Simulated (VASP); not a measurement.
Write the native input for VASP 6.6.1 that does the following.

```yaml
Task: single point
Functional: HSE06
Potentials_or_basis: VASP PAW PBE potentials, release 64 (C)
Cutoff: 520 eV
k_mesh: 8 × 8 × 8
Occupations: gaussian, width 0.01 eV
Spin: no spin polarisation
Dipole_correction: no
Grid_for_exact_exchange_PRECFOCK: Normal
Further_INCAR_settings: ALGO = Normal; EDIFF = 1e-06; NBANDS = 11
Screening_parameter: 0.2079 1/Å
```

The system is C.

```
C
1.0
     0.00000    1.72672    1.72672
     1.72672    0.00000    1.72672
     1.72672    1.72672    0.00000
C
2
Direct
  0.00000 0.00000 0.00000
  0.25000 0.25000 0.25000
```

This cell differs from its parent crystal: strain -3.0%.

The input as run:

POSCAR

```
C
1.0
    0.0000000000      1.7267204183      1.7267204183
    1.7267204183      0.0000000000      1.7267204183
    1.7267204183      1.7267204183      0.0000000000
C
2
Direct
    0.0000000000      0.0000000000      0.0000000000
    0.2500000000      0.2500000000      0.2500000000
```

INCAR.step1

```
SYSTEM = C
  PREC = Accurate
  ENCUT = 520
  EDIFF = 1E-5
  ISMEAR = 0
  SIGMA = 0.01
  LREAL = .False.
  LASPH = .True.
  NELM = 80
  ALGO = Normal
  ISIF = 2
  LWAVE = .True.
  GGA = PE
  NBANDS = 11
```

INCAR.step2

```
SYSTEM = C
  PREC = Accurate
  ENCUT = 520
  EDIFF = 1E-6
  ISMEAR = 0
  SIGMA = 0.01
  LREAL = .False.
  LASPH = .True.
  NELM = 80
  ALGO = Normal
  ISIF = 2
  LWAVE = .False.
  LCHARG = .True.
  GGA = PE
  LHFCALC = .True.
  HFSCREEN = 0.2079
  PRECFOCK = Normal
  LELF = .True.
  LVHAR = .True.
  ISTART = 1
  NBANDS = 11
```

KPOINTS

```
regular mesh
0
Gamma
  8 8 8
  0 0 0
```

Potentials or basis: VASP PAW PBE potentials, release 64 (C).

Command:

```bash
$ cat potpaw_PBE.64/C/POTCAR > POTCAR
$ cp INCAR.step1 INCAR
$ mpirun -np 1 vasp_std > vasp.out
$ cp INCAR.step2 INCAR
$ mpirun -np 1 vasp_std > vasp.out
```

It gave:

```yaml
Pressure: 44.0 GPa
Band_gap_on_the_k_mesh: 5.52 eV, indirect (least direct gap 7.27 eV)
```

Caveat: the cell differs from its parent crystal (strain -3.0%); the PAW data sets were made with another functional, which shifts forces and pressure a little.

Wall time 5.7 min on 1 thread of Intel(R) Xeon(R) Platinum 8488C (Sapphire Rapids), on a shared host, peak memory 0.21 GiB.
